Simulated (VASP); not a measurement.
# AlN (P6_3/mmc) in VASP: a series of runs

AlN is run at these levels: PBEsol; tasks: single point.

All numbers are computed with VASP 6.6.1; they aren't measurements. Logs are shortened: lines on timing, memory, paths and dates and some standing lists are left out, and cuts for length are marked.

### Step 1. The cell of the first run

It takes space group P6_3/mmc (No. 194, hexagonal). The conventional cell has a = 3.404 Å, b = 3.404 Å, c = 4.269 Å, α = 90.00°, β = 90.00°, γ = 120.00°. Within 2.6 Å of Al (site symmetry -6m2) lie 5 N at 1.97 to 2.13 Å. Within 2.6 Å of N (site symmetry -6m2) lie 5 Al at 1.97 to 2.13 Å.

### Step 2. Single point, PBEsol (volume 10.708 Å^3 an atom, c/a of the conventional cell 1.2540)

The input, INCAR:

```
SYSTEM = AlN
ALGO     = Normal         ! electronic algorithm
EDIFF    = 1E-7           ! SCF threshold, eV
ENCUT    = 520            ! plane-wave cutoff, eV
GGA      = PS             ! functional
ISIF     = 2              ! what is computed and relaxed
ISMEAR   = 0              ! smearing method
LASPH    = .True.         ! aspherical terms in the spheres
LCHARG   = .True.         ! write CHGCAR
LELF     = .True.         ! ELF
LREAL    = .False.        ! projectors in reciprocal space
LVHAR    = .True.       
LWAVE    = .False.        ! write WAVECAR
NBANDS   = 16             ! bands
NELM     = 60             ! most SCF steps
PREC     = Accurate       ! precision mode
SIGMA    = 0.05           ! smearing width, eV
```

The input, KPOINTS:

```
k-points
0
Gamma
  9 9 6
  0 0 0
```

The input, POSCAR:

```
AlN
1.0
    3.4039264481      0.0000000000      0.0000000000
   -1.7019632241      2.9478867766      0.0000000000
    0.0000000000      0.0000000000      4.2685206578
Al N
2 2
Direct
    0.3333333333      0.6666666667      0.7500000000
    0.6666666667      0.3333333333      0.2500000000
    0.3333333333      0.6666666667      0.2500000000
    0.6666666667      0.3333333333      0.7500000000
```

Potentials or basis: VASP PAW PBE potentials, release 64 (Al, N).

Command:

```sh
> cat potpaw_PBE.64/Al/POTCAR potpaw_PBE.64/N/POTCAR > POTCAR
> mpirun -np 1 vasp_std > vasp.out
```

OUTCAR:

```text
SYSTEM = AlN
   EDIFF = 1E-7
   ENCUT = 520
   GGA = PS
   ISIF = 2
   ISMEAR = 0
   LASPH = .True.
   LREAL = .False.
   NELM = 60
   PREC = Accurate

 ion  position               nearest neighbor table
   1  0.333  0.667  0.750-   4 1.97   4 1.97   4 1.97   3 2.13   3 2.13   2 2.90   2 2.90   2 2.90
                             2 2.90   2 2.90   2 2.90
   2  0.667  0.333  0.250-   3 1.97   3 1.97   3 1.97   4 2.13   4 2.13   1 2.90   1 2.90   1 2.90
                             1 2.90   1 2.90   1 2.90
   3  0.333  0.667  0.250-   2 1.97   2 1.97   2 1.97   1 2.13   1 2.13
   4  0.667  0.333  0.750-   1 1.97   1 1.97   1 1.97   2 2.13   2 2.13

  LATTYP: Found a hexagonal cell.
 ALAT       =     3.4039264481
 C/A-ratio  =     1.2539990869

  Lattice vectors:

 A1 = (   3.4039264481,   0.0000000000,   0.0000000000)
 A2 = (  -1.7019632241,   2.9478867766,   0.0000000000)
 A3 = (   0.0000000000,   0.0000000000,   4.2685206578)

Analysis of symmetry for initial positions (statically):
=====================================================================
 Subroutine PRICEL returns:
 Original cell was already a primitive cell.

 Routine SETGRP: Setting up the symmetry group for a
 hexagonal supercell.

 Subroutine GETGRP returns: Found 24 space group operations
 (whereof 12 operations were pure point group operations)
 out of a pool of 24 trial point group operations.

The static configuration has the point symmetry D_3d.
 The point group associated with its full space group is D_6h.

Analysis of symmetry for dynamics (positions and initial velocities):
=====================================================================
 Subroutine PRICEL returns:
 Original cell was already a primitive cell.

 Routine SETGRP: Setting up the symmetry group for a
 hexagonal supercell.

 Subroutine GETGRP returns: Found 24 space group operations
 (whereof 12 operations were pure point group operations)
 out of a pool of 24 trial point group operations.

The dynamic configuration has the point symmetry D_3d.
 The point group associated with its full space group is D_6h.

 Subroutine INISYM returns: Found 24 space group operations
 (whereof 12 operations are pure point group operations),
 and found     1 'primitive' translations

----------------------------------------------------------------------------------------

                                     Primitive cell

  volume of cell :      42.8320

  direct lattice vectors                    reciprocal lattice vectors
     3.403926448  0.000000000  0.000000000     0.293778381  0.169613027  0.000000000
    -1.701963224  2.947886777  0.000000000     0.000000000  0.339226054  0.000000000
     0.000000000  0.000000000  4.268520658     0.000000000  0.000000000  0.234273201

  length of vectors
     3.403926448  3.403926448  4.268520658     0.339226054  0.339226054  0.234273201

  position of ions in fractional coordinates (direct lattice)
     0.333333333  0.666666667  0.750000000
     0.666666667  0.333333333  0.250000000
     0.333333333  0.666666667  0.250000000
     0.666666667  0.333333333  0.750000000

  ion indices of the primitive-cell ions
   primitive index   ion index
                 1           1
                 2           2
                 3           3
                 4           4

----------------------------------------------------------------------------------------

 KPOINTS: k-points

Automatic generation of k-mesh.
 Grid dimensions read from file:
 generate k-points for:    9    9    6

 Generating k-lattice:

  Cartesian coordinates                     Fractional coordinates (reciprocal lattice)
     0.032642042  0.018845892  0.000000000     0.111111111 -0.000000000  0.000000000
     0.000000000  0.037691784  0.000000000     0.000000000  0.111111111  0.000000000
     0.000000000  0.000000000  0.039045534     0.000000000  0.000000000  0.166666667

  Length of vectors
     0.037691784  0.037691784  0.039045534

  Shift w.r.t. Gamma in fractional coordinates (k-lattice)
     0.000000000  0.000000000  0.000000000

 Subroutine IBZKPT returns following result:
 ===========================================

 Found     48 irreducible k-points:

 Following reciprocal coordinates:
            Coordinates               Weight
  0.000000  0.000000  0.000000      1.000000
  0.111111  0.000000  0.000000      6.000000
  0.222222 -0.000000  0.000000      6.000000
  0.333333  0.000000  0.000000      6.000000
  0.444444 -0.000000  0.000000      6.000000
  0.111111  0.111111  0.000000      6.000000
[... 16 lines left out ...]
  0.333333  0.222222  0.166667     24.000000
  0.333333  0.333333  0.166667      4.000000
 [... further k-points ...]
   k-points           NKPTS =     48   k-points in BZ     NKDIM =     48   number of bands    NBANDS=     16
   number of dos      NEDOS =    301   number of ions     NIONS =      4
   total plane-waves  NPLWV =  25088
   dimension x,y,z NGX =    28 NGY =   28 NGZ =   32
   dimension x,y,z NGXF=    56 NGYF=   56 NGZF=   64
   ions per type =               2   2
   NGX,Y,Z   is equivalent  to a cutoff of  13.68, 13.68, 12.46 a.u.
   NGXF,Y,Z  is equivalent  to a cutoff of  27.35, 27.35, 24.93 a.u.
 SYSTEM =  AlN
   PREC   = accura    normal or accurate (medium, high low for compatibility)
   ISTART =      0    job   : 0-new  1-cont  2-samecut
   ICHARG =      2    charge: 1-file 2-atom 10-const
   ISPIN  =      1    spin polarized calculation?
   LNONCOLLINEAR =      F non collinear calculations
   LSORBIT =      F    spin-orbit coupling
   LASPH  =      T    aspherical Exc in radial PAW
   ENCUT  =  520.0 eV  38.22 Ry    6.18 a.u.   6.33  6.33  7.94*2*pi/ulx,y,z
   NELM   =     60;   NELMIN=  2; NELMDL= -5     # of ELM steps
   EDIFF  = 0.1E-06   stopping-criterion for ELM
   LREAL  =      F    real-space projection
   EDIFFG = 0.1E-05   stopping-criterion for IOM
   NSW    =      0    number of steps for IOM
   IBRION =     -1    ionic relax: 0-MD 1-quasi-New 2-CG
   NFREE  =      0    steps in history (QN), initial steepest desc. (CG)
   ISIF   =      2    stress and relaxation
   ISYM   =      2    0-nonsym 1-usesym 2-fastsym
   POTIM  = 0.5000    time-step for ionic-motion
   TEBEG  =    0.0;   TEEND  =   0.0 temperature during run
   PSTRESS=    0.0 pullay stress
   NELECT =      16.0000    total number of electrons
   NUPDOWN=      -1.0000    fix difference up-down
   EMIN   =  10.00;   EMAX   =-10.00  energy-range for DOS
   EFERMI =   0.00;   METHOD = LEGACY
   ISMEAR =     0;   SIGMA  =   0.05  broadening in eV -4-tet -1-fermi 0-gaus
   EFERMI_NEDOS =   21; number of points for ismear=-14 and -15
   IALGO  =     38    algorithm
   IMIX   =      4    mixing-type and parameters
     AMIX     =   0.40;   BMIX     =  1.00
     AMIX_MAG =   1.60;   BMIX_MAG =  1.00
  volume/ion in A,a.u.               =      10.71        72.26
  Fermi-wavevector in a.u.,A,eV,Ry     =   1.179031  2.228046 18.913664  1.390115
  Thomas-Fermi vector in A             =   2.315350
   LORBIT       =      0    0 simple, 1 ext, 2 COOP (PROOUT), +10 PAW based schemes
   GGA     = PS    functional components
   LHFCALC =     F    Hartree Fock is set to
   AEXX    =    0.0000 exact exchange contribution
   IVDW    =     0    specifies the selected vdW correction
   LEPSILON=     F    determine dielectric tensor
   LRPA    =     F    only Hartree local field effects (RPA)
 non-spin polarized calculation
 Gauss-broadening in eV      SIGMA  =   0.05
  energy-cutoff  :      520.00
  volume of cell :       42.83
 maximum number of plane-waves:      1168
 NGX is ok and might be reduce to    28
   NGX = 13   NGY = 13   NGZ = 15

 number of electron      15.9999997 magnetization

 Free energy of the ion-electron system (eV)
  ---------------------------------------------------
  ext. energy  EPLUGINS =         0.00000000
  ---------------------------------------------------
  free energy    TOTEN  =       -30.73871981 eV

  energy without entropy =      -30.73871981  energy(sigma->0) =      -30.73871981

 E-fermi :   7.3089     XC(G=0): -11.0284

 val. band max:        7.0168762253   @ k =   0.0000   0.0000   0.0000
 cond. band min:       9.6855741624   @ k =   0.0000   0.0000   0.0000
 fundamental gap:      2.6686979371
 Fermi energy:         7.3089090841

 k-point     1 :       0.0000    0.0000    0.0000
  band No.  band energies     occupation
      1      -9.1546      2.00000
      2      -5.7974      2.00000
      3       0.5869      2.00000
      4       3.9521      2.00000
      5       3.9521      2.00000
      6       5.5861      2.00000
[... 8 lines left out ...]
     15      18.1918      0.00000
     16      18.5807      0.00000

 k-point     2 :       0.1111    0.0000    0.0000
  band No.  band energies     occupation
      1      -9.0253      2.00000
      2      -5.7974      2.00000
      3       0.7296      2.00000
      4       3.4638      2.00000
      5       3.7632      2.00000
      6       5.0688      2.00000
[... 8 lines left out ...]
     15      17.9299      0.00000
     16      18.0347      0.00000

 k-point     3 :       0.2222   -0.0000    0.0000
  band No.  band energies     occupation
      1      -8.6552      2.00000
      2      -5.8366      2.00000
      3       1.1451      2.00000
      4       2.4236      2.00000
      5       3.3750      2.00000
      6       4.1657      2.00000
[... 8 lines left out ...]
     15      17.1263      0.00000
     16      18.8127      0.00000

 k-point     4 :       0.3333    0.0000    0.0000
  band No.  band energies     occupation
      1      -8.1091      2.00000
      2      -6.0069      2.00000
      3       1.4731      2.00000
      4       1.7828      2.00000
      5       3.0212      2.00000
      6       3.4029      2.00000
[... 8 lines left out ...]
     15      17.7264      0.00000
     16      19.1775      0.00000
[... 324 lines left out ...]
 k-point    22 :       0.2222    0.2222    0.1667
  band No.  band energies     occupation
      1      -7.6903      2.00000
      2      -6.2180      2.00000
      3       1.0979      2.00000
      4       1.4744      2.00000
      5       2.9592      2.00000
      6       3.5165      2.00000
[... 8 lines left out ...]
     15      18.2687      0.00000
     16      19.4365      0.00000

 k-point    23 :       0.3333    0.2222    0.1667
  band No.  band energies     occupation
      1      -7.1952      2.00000
      2      -6.4658      2.00000
      3       0.8556      2.00000
      4       1.5463      2.00000
      5       2.2181      2.00000
      6       4.0040      2.00000
[... 8 lines left out ...]
     15      18.0457      0.00000
     16      19.4746      0.00000

 k-point    24 :       0.3333    0.3333    0.1667
  band No.  band energies     occupation
      1      -6.7843      2.00000
      2      -6.7843      2.00000
      3       0.9101      2.00000
      4       1.7039      2.00000
      5       1.7039      2.00000
      6       4.2567      2.00000
[... 8 lines left out ...]
     15      17.8196      0.00000
     16      19.2345      0.00000

 [... further k-points ...]
[... 5 lines left out ...]
  --------------------------------------------------------------------------------------
  -------------------------------------------------------------------------------------
  Total       -4.6703773     -4.6703773     -3.9373765      0.0000000      0.0000000     -0.0000000
  in kB     -174.7005189   -174.7005189   -147.2818304      0.0000000      0.0000000     -0.0000000
  external PRESSURE =    -165.5609560 kB  Pullay stress =       0.0000000 kB

 VOLUME and BASIS-vectors are now :
 -----------------------------------------------------------------------------
  energy-cutoff  :      520.00
  volume of cell :       42.83
      direct lattice vectors                 reciprocal lattice vectors
     3.403926448  0.000000000  0.000000000     0.293778381  0.169613027  0.000000000
    -1.701963224  2.947886777  0.000000000     0.000000000  0.339226054  0.000000000
     0.000000000  0.000000000  4.268520658     0.000000000  0.000000000  0.234273201

 POSITION                                       TOTAL-FORCE (eV/Angst)
 -----------------------------------------------------------------------------------
     -0.00000      1.96526      3.20139         0.000000     -0.000000      0.000000
      1.70196      0.98263      1.06713        -0.000000      0.000000      0.000000
     -0.00000      1.96526      1.06713        -0.000000     -0.000000      0.000000
      1.70196      0.98263      3.20139         0.000000     -0.000000      0.000000
 -----------------------------------------------------------------------------------
    total drift:                               -0.000000      0.000000      0.000000

  FREE ENERGIE OF THE ION-ELECTRON SYSTEM (eV)
  ---------------------------------------------------
  free  energy   TOTEN  =       -30.7387198072 eV

  energy  without entropy=      -30.7387198072  energy(sigma->0) =      -30.73871981
```

Wall time 20 s (1 thread of Intel Xeon Platinum 8488C (Sapphire Rapids), shared host); peak memory 0.17 GiB.

What came out:

* Free energy: -30.7387 eV
* Pressure: -16.6 GPa
* Band gap on the k mesh: 2.67 eV, direct

Stress tensor (GPa, compression positive):
```
-17.47   0.00   0.00
  0.00 -17.47   0.00
  0.00   0.00 -14.73
```

Caveat: the PAW data sets were made with another functional, which shifts forces and pressure a little.

(Part 1 of 3 ends here.)
